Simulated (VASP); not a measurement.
Wanted: the native input for a VASP 6.6.1 run.

```yaml
Task: single point
Functional: r2SCAN
Potentials_or_basis: VASP PAW PBE potentials, release 64 (H)
Cutoff: 520 eV
k_mesh: 9 × 9 × 4
Occupations: gaussian, width 0.02 eV
Spin: no spin polarisation
Dipole_correction: no
Further_INCAR_settings: ALGO = Normal; EDIFF = 1e-07; NBANDS = 10
```

H:

```
H
1.0
     3.87684    0.00000    0.00000
    -1.93842    3.35744    0.00000
     0.00000    0.00000    5.43254
H
4
Direct
  0.33333 0.66667 0.18174
  0.66667 0.33333 0.68174
  0.66667 0.33333 0.81826
  0.33333 0.66667 0.31826
```

These files were run (other wordings do the same):

POSCAR

```
H
1.0
    3.8768372835      0.0000000000      0.0000000000
   -1.9384186417      3.3574395738      0.0000000000
    0.0000000000      0.0000000000      5.4325441684
H
4
Direct
    0.3333333333      0.6666666667      0.1817391295
    0.6666666667      0.3333333333      0.6817391295
    0.6666666667      0.3333333333      0.8182608705
    0.3333333333      0.6666666667      0.3182608705
```

INCAR.step1

```
PREC = Accurate
ENCUT = 520
ISMEAR = 0
SIGMA = 0.02
LREAL = False
LASPH = True
NELM = 80
NBANDS = 10
GGA = PE
ALGO = Normal
EDIFF = 1E-4
LWAVE = True
LCHARG = False
```

INCAR.step2

```
PREC = Accurate
ENCUT = 520
EDIFF = 1E-7
ISMEAR = 0
SIGMA = 0.02
LREAL = False
LASPH = True
NELM = 80
ALGO = Normal
ISIF = 2
LWAVE = False
LCHARG = True
METAGGA = R2SCAN
LMIXTAU = True
LELF = True
LVHAR = True
NBANDS = 10
ISTART = 1
```

KPOINTS

```
Automatic mesh
0
Gamma
  9 9 4
```

Potentials or basis: VASP PAW PBE potentials, release 64 (H).

Run with:

```bash
$ cat potpaw_PBE.64/H/POTCAR > POTCAR
$ cp INCAR.step1 INCAR
$ mpirun -np 1 vasp_std > vasp.out
$ cp INCAR.step2 INCAR
$ mpirun -np 1 vasp_std > vasp.out
```

Results of the run:

```json
{
  "Pressure": "-0.1 GPa",
  "Band gap on the k mesh": "10.22 eV"
}
```

Caveat: the PAW data sets were made with another functional, which shifts forces and pressure a little; an odd mesh through Γ misses points on the zone boundary, where band edges can lie.

Run time: 120 s on 1 thread of Intel(R) Xeon(R) 6975P-C (Granite Rapids) (shared host), peak memory 0.18 GiB.
